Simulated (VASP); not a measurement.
# Mg16O17 (a cell with a defect) in VASP: notebook, part 2 of 2

VASP 6.6.1. The steps go on from the part before.

**4. Single point, PBE**

Contents of INCAR:

```
SYSTEM = Mg16O17
ALGO = Normal ; EDIFF = 1E-6
ENCUT = 520 ; GGA = PE
GGA_COMPAT = .FALSE. ; ISIF = 2
ISMEAR = -1 ; ISYM = -1
LASPH = .TRUE. ; LCHARG = .TRUE.
LELF = .TRUE. ; LREAL = Auto
LVHAR = .TRUE. ; LWAVE = .FALSE.
NBANDS = 89 ; NELECT = 136.0
NELM = 120 ; PREC = Accurate
SIGMA = 0.01
```

Contents of KPOINTS:

```
explicit points
1
Reciprocal
  0.25000000   0.25000000   0.25000000 1
```

Contents of POSCAR:

```
Mg16O17
1.0
   -4.2543812300      4.2543812300      4.2543812300
    4.2543812300     -4.2543812300      4.2543812300
    4.2543812300      4.2543812300     -4.2543812300
Mg O
16 17
Direct
   -0.0096681510     -0.0098210522      0.0052328409
    0.0006238275      0.2414657842      0.7499827419
   -0.0043697306      0.4972182523      0.4993709743
    0.0127661338      0.7620782729      0.2756855666
    0.2415569843      0.0006133677      0.7500218780
    0.2814123689      0.2813048327      0.5054477687
    0.2367237315      0.4901005310      0.2263145797
    0.2479153708      0.7498285479      0.0043084996
    0.4974105247     -0.0044568173      0.4993388898
    0.4904365376      0.2364390838      0.2264228211
    0.5218034962      0.5217152343     -0.0078814046
    0.4860429492      0.7688013422      0.7534019230
    0.7623931248      0.0125134531      0.2756701707
    0.7500640698      0.2478712985      0.0043391739
    0.7687243628      0.4860511760      0.7534810180
    0.7332820759      0.7331443355      0.4983133587
    0.0015028037      0.0013821046      0.5209870437
    0.0001058908      0.2601140895      0.2554698183
   -0.0029239270      0.4961820265      0.0036367216
   -0.0054379236      0.7450703942      0.7515018817
    0.2603384464     -0.0000745114      0.2554900328
    0.2298817259      0.2297944042     -0.0226001138
    0.2103247104      0.4985829631      0.7524587777
    0.2444141566      0.7452255284      0.4996864139
    0.4963432720     -0.0031050344      0.0035797215
    0.4987341015      0.2103584403      0.7524588952
    0.4678589887      0.4675860936      0.3985938044
    0.4962364409      0.7567136855      0.2474156506
    0.7451255138     -0.0055795423      0.7514861333
    0.7453351800      0.2442131873      0.4996383458
    0.7569279352      0.4960408778      0.2474272857
    0.8168937648      0.8165839665      0.0957967747
    0.5488459717      0.5490298997      0.7470977160
```

Potentials or basis: VASP PAW PBE potentials, release 64 (Mg, O).

On the command line:

```sh
$ cat potpaw_PBE.64/Mg/POTCAR potpaw_PBE.64/O/POTCAR > POTCAR
$ mpirun -np 1 vasp_std > vasp.out
```

OUTCAR:

```text
SYSTEM = Mg16O17
   EDIFF = 1E-6
   ENCUT = 520
   GGA = PE
   ISIF = 2
   ISMEAR = -1
   ISYM = -1
   LASPH = .TRUE.
   LREAL = Auto
   NELECT = 136.0
   NELM = 120
   PREC = Accurate

 ion  position               nearest neighbor table
   1  0.990  0.990  0.005-  32 1.94  20 2.14  29 2.14  22 2.16  18 2.18  21 2.18   8 3.00  14 3.00
                            13 3.00   4 3.00   7 3.01  10 3.02   6 3.03  15 3.04  12 3.04   5 3.05
   2  0.001  0.241  0.750-  22 1.99  23 2.00  17 2.00  29 2.15  30 2.16  19 2.18  13 2.85   7 2.87
                            15 2.87   5 2.90   9 3.03  14 3.04   3 3.05   1 3.05   8 3.06  16 3.06
   3  0.996  0.497  0.499-  23 2.00  18 2.07  31 2.08  24 2.11  20 2.13  30 2.14  15 2.90  13 2.92
                             4 2.94  12 2.96  14 2.98  16 3.00   5 3.03   6 3.03   8 3.04  10 3.04
   4  0.013  0.762  0.276-  32 1.86  24 2.01  31 2.11  17 2.11  21 2.16  19 2.22   5 2.85   9 2.92
                             3 2.94  11 2.97   7 3.00   1 3.00  13 3.01  16 3.03   8 3.05  14 3.10
   5  0.242  0.001  0.750-  22 1.99  26 2.00  17 2.00  20 2.14  24 2.16  25 2.18   4 2.85  12 2.87
                            10 2.87   2 2.90   3 3.03   8 3.04   9 3.05   1 3.05  16 3.06  14 3.06
   6  0.281  0.281  0.505-  33 1.92  27 2.14  18 2.18  21 2.18  26 2.32  23 2.32  17 2.45  11 2.93
                            15 2.95  12 2.95   7 2.95  10 2.95   1 3.03   3 3.03   9 3.03  13 3.13
   7  0.237  0.490  0.226-  27 1.85  19 2.00  18 2.12  22 2.14  28 2.15  24 2.22   2 2.87   8 2.90
                            14 2.93   6 2.95  16 2.99   4 3.00   1 3.01   9 3.04  10 3.05   3 3.10
   8  0.248  0.750  0.004-  23 1.99  28 2.06  21 2.08  25 2.11  20 2.13  19 2.14  15 2.89   7 2.90
                            10 2.93  12 2.95   9 2.98   1 3.00  11 3.03   3 3.04   5 3.04   4 3.05
   9  0.497  0.996  0.499-  26 2.00  21 2.07  28 2.08  30 2.11  29 2.13  24 2.14  12 2.90   4 2.92
[... 16 lines left out ...]
  18  0.000  0.260  0.255-   3 2.07  14 2.08   7 2.12  13 2.15   1 2.18   6 2.18
  19  0.997  0.496  0.004-   7 2.00  15 2.00  14 2.11   8 2.14   2 2.18   4 2.22
  20  0.995  0.745  0.752-  15 2.08   3 2.13   8 2.13  16 2.14   1 2.14   5 2.14
  21  0.260  1.000  0.255-   9 2.07   8 2.08  10 2.12   4 2.16   1 2.18   6 2.18
  22  0.230  0.230  0.977-   5 1.99   2 1.99   7 2.14  10 2.14   1 2.16  11 2.42
[... 8 lines left out ...]
  31  0.757  0.496  0.247-  14 2.06   3 2.08   4 2.11  10 2.15  16 2.18  11 2.20
  32  0.817  0.817  0.096-   4 1.86  13 1.86   1 1.94  11 2.16  15 2.67  12 2.68
  33  0.549  0.549  0.747-  12 1.82  15 1.82   6 1.92  11 1.95

IMPORTANT INFORMATION: All symmetrisations will be switched off!
NOSYMM: (Re-)initialisation of all symmetry stuff for point group C_1.

----------------------------------------------------------------------------------------

                                     Primitive cell

  volume of cell :     308.0131

  direct lattice vectors                    reciprocal lattice vectors
    -4.254381230  4.254381230  4.254381230     0.000000000  0.117525904  0.117525904
     4.254381230 -4.254381230  4.254381230     0.117525904  0.000000000  0.117525904
     4.254381230  4.254381230 -4.254381230     0.117525904  0.117525904  0.000000000

  length of vectors
     7.368804445  7.368804445  7.368804445     0.166206727  0.166206727  0.166206727

  position of ions in fractional coordinates (direct lattice)
     0.990331849  0.990178948  0.005232841
     0.000623828  0.241465784  0.749982742
     0.995630269  0.497218252  0.499370974
     0.012766134  0.762078273  0.275685567
     0.241556984  0.000613368  0.750021878
     0.281412369  0.281304833  0.505447769
[... 25 lines left out ...]
     0.816893765  0.816583966  0.095796775
     0.548845972  0.549029900  0.747097716

  ion indices of the primitive-cell ions
   primitive index   ion index
                 1           1
                 2           2
                 3           3
                 4           4
                 5           5
                 6           6
[... 25 lines left out ...]
                32          32
                33          33

----------------------------------------------------------------------------------------

 KPOINTS: explicit points

Read explicit list of k-points.

 Found      1 k-points:

 Following reciprocal coordinates:
            Coordinates               Weight
  0.250000  0.250000  0.250000      1.000000
   k-points           NKPTS =      1   k-points in BZ     NKDIM =      1   number of bands    NBANDS=     89
   number of dos      NEDOS =    301   number of ions     NIONS =     33
   total plane-waves  NPLWV = 175616
   dimension x,y,z NGX =    56 NGY =   56 NGZ =   56
   dimension x,y,z NGXF=   112 NGYF=  112 NGZF=  112
   ions per type =              16  17
   NGX,Y,Z   is equivalent  to a cutoff of  12.63, 12.63, 12.63 a.u.
   NGXF,Y,Z  is equivalent  to a cutoff of  25.27, 25.27, 25.27 a.u.
 SYSTEM =  Mg16O17
   PREC   = accura    normal or accurate (medium, high low for compatibility)
   ISTART =      0    job   : 0-new  1-cont  2-samecut
   ICHARG =      2    charge: 1-file 2-atom 10-const
   ISPIN  =      1    spin polarized calculation?
   LNONCOLLINEAR =      F non collinear calculations
   LSORBIT =      F    spin-orbit coupling
   LASPH  =      T    aspherical Exc in radial PAW
   ENCUT  =  520.0 eV  38.22 Ry    6.18 a.u.  13.70 13.70 13.70*2*pi/ulx,y,z
   NELM   =    120;   NELMIN=  2; NELMDL= -5     # of ELM steps
   EDIFF  = 0.1E-05   stopping-criterion for ELM
   LREAL  =      T    real-space projection
   EDIFFG = 0.1E-04   stopping-criterion for IOM
   NSW    =      0    number of steps for IOM
   IBRION =     -1    ionic relax: 0-MD 1-quasi-New 2-CG
   NFREE  =      0    steps in history (QN), initial steepest desc. (CG)
   ISIF   =      2    stress and relaxation
   ISYM   =     -1    0-nonsym 1-usesym 2-fastsym
   POTIM  = 0.5000    time-step for ionic-motion
   TEBEG  =    0.0;   TEEND  =   0.0 temperature during run
   PSTRESS=    0.0 pullay stress
   NELECT =     136.0000    total number of electrons
   NUPDOWN=      -1.0000    fix difference up-down
   EMIN   =  10.00;   EMAX   =-10.00  energy-range for DOS
   EFERMI =   0.00;   METHOD = LEGACY
   ISMEAR =    -1;   SIGMA  =   0.01  broadening in eV -4-tet -1-fermi 0-gaus
   EFERMI_NEDOS =   21; number of points for ismear=-14 and -15
   IALGO  =     38    algorithm
   IMIX   =      4    mixing-type and parameters
     AMIX     =   0.40;   BMIX     =  1.00
     AMIX_MAG =   1.60;   BMIX_MAG =  1.00
  volume/ion in A,a.u.               =       9.33        62.99
  Fermi-wavevector in a.u.,A,eV,Ry     =   1.246612  2.355756 21.144027  1.554042
  Thomas-Fermi vector in A             =   2.380782
   LORBIT       =      0    0 simple, 1 ext, 2 COOP (PROOUT), +10 PAW based schemes
   GGA     = PE    functional components
   LHFCALC =     F    Hartree Fock is set to
   AEXX    =    0.0000 exact exchange contribution
   IVDW    =     0    specifies the selected vdW correction
   LEPSILON=     F    determine dielectric tensor
   LRPA    =     F    only Hartree local field effects (RPA)
 non-spin polarized calculation
  energy-cutoff  :      520.00
  volume of cell :      308.01
 maximum number of plane-waves:      8280
 NGX is ok and might be reduce to    54
   NGX = 27   NGY = 27   NGZ = 27

 number of electron     135.9999996 magnetization

 Free energy of the ion-electron system (eV)
  ---------------------------------------------------
  ext. energy  EPLUGINS =         0.00000000
  ---------------------------------------------------
  free energy    TOTEN  =      -180.24697338 eV

  energy without entropy =     -180.24697338  energy(sigma->0) =     -180.24697338

 E-fermi :   6.0358     XC(G=0): -11.1315

 val. band max:        5.7793057162   @ k =   0.2500   0.2500   0.2500
 cond. band min:       9.8346829833   @ k =   0.2500   0.2500   0.2500
 fundamental gap:      4.0553772672
 Fermi energy:         6.0358057929

 k-point     1 :       0.2500    0.2500    0.2500
  band No.  band energies     occupation
      1     -13.8973      2.00000
      2     -13.7557      2.00000
      3     -13.7335      2.00000
      4     -13.4012      2.00000
      5     -13.2388      2.00000
      6     -13.0618      2.00000
[... 72 lines left out ...]
     79      12.6219      0.00000
     80      12.8004      0.00000
 [bands above 80 left out]

------------------------ aborting loop because EDIFF is reached ----------------------------------------

  FORCE on cell =-STRESS in cart. coord.  units (eV):
  Direction    XX          YY          ZZ          XY          YZ          ZX
  --------------------------------------------------------------------------------------
  -------------------------------------------------------------------------------------
  Total       43.8156410     43.8337499     29.4305469      3.8715161      0.1622605      0.1433915
  in kB      227.9137616    228.0079579    153.0874931     20.1382833      0.8440231      0.7458729
  external PRESSURE =     203.0030709 kB  Pullay stress =       0.0000000 kB

 VOLUME and BASIS-vectors are now :
 -----------------------------------------------------------------------------
  energy-cutoff  :      520.00
  volume of cell :      308.01
      direct lattice vectors                 reciprocal lattice vectors
    -4.254381230  4.254381230  4.254381230     0.000000000  0.117525904  0.117525904
     4.254381230 -4.254381230  4.254381230     0.117525904  0.000000000  0.117525904
     4.254381230  4.254381230 -4.254381230     0.117525904  0.117525904  0.000000000

 POSITION                                       TOTAL-FORCE (eV/Angst)
 -----------------------------------------------------------------------------------
      0.02161      0.02291      8.40359         0.049616      0.049468      0.223986
      4.21535      2.16608     -2.16077         0.030061     -0.012122     -0.001123
      0.00408      4.24495      4.22663         0.015487     -0.003419      0.008165
      4.36073     -2.01499      2.12361        -0.068888     -0.033559      0.040056
      2.16581      4.21594     -2.16059        -0.016049      0.032654     -0.000093
      2.14991      2.15082      0.24365        -0.049244     -0.048616     -0.091350
[... 25 lines left out ...]
      0.40624      0.40887      6.54188        -0.062928     -0.059940      0.273337
      3.17922      3.17766      1.49234         0.055530      0.081075     -0.859160
 -----------------------------------------------------------------------------------
    total drift:                               -0.006419     -0.004016     -0.011782

  FREE ENERGIE OF THE ION-ELECTRON SYSTEM (eV)
  ---------------------------------------------------
  free  energy   TOTEN  =      -180.2469733776 eV

  energy  without entropy=     -180.2469733776  energy(sigma->0) =     -180.24697338
```

Wall time 73 s (1 thread of Intel Xeon 6975P-C (Granite Rapids), shared host); peak memory 0.39 GiB.

What came out:

- Free energy: -180.2470 eV
- Largest force: 0.865 eV/Å

Forces in eV/Å, atoms in the order of the input:
```
Mg   0.050  0.049  0.224
Mg   0.030 -0.012 -0.001
Mg   0.015 -0.003  0.008
Mg  -0.069 -0.034  0.040
Mg  -0.016  0.033  0.000
Mg  -0.049 -0.049 -0.091
Mg   0.030  0.052  0.044
Mg   0.004 -0.021  0.009
Mg  -0.002  0.016  0.005
Mg   0.057  0.023  0.045
Mg  -0.028 -0.028  0.031
Mg  -0.106  0.065  0.043
Mg  -0.030 -0.073  0.038
Mg  -0.022  0.003  0.005
Mg   0.069 -0.111  0.040
Mg  -0.090 -0.089  0.343
O   -0.010 -0.009 -0.085
O    0.016  0.026  0.067
O    0.026 -0.012 -0.019
O    0.072 -0.092 -0.055
O    0.025  0.016  0.068
O    0.045  0.048 -0.075
O    0.143 -0.156 -0.194
O   -0.022 -0.002 -0.020
O   -0.004  0.026 -0.018
O   -0.155  0.143 -0.189
O    0.157  0.163  0.268
O   -0.021 -0.022  0.062
O   -0.091  0.073 -0.049
O    0.003 -0.021 -0.019
O   -0.021 -0.022  0.061
O   -0.063 -0.060  0.273
O    0.056  0.081 -0.859
```

Caveat: the cell carries a net charge on a neutralising background, which shifts energy and pressure; the cell is charged against a uniform background, so pressure and absolute levels hang on convention.
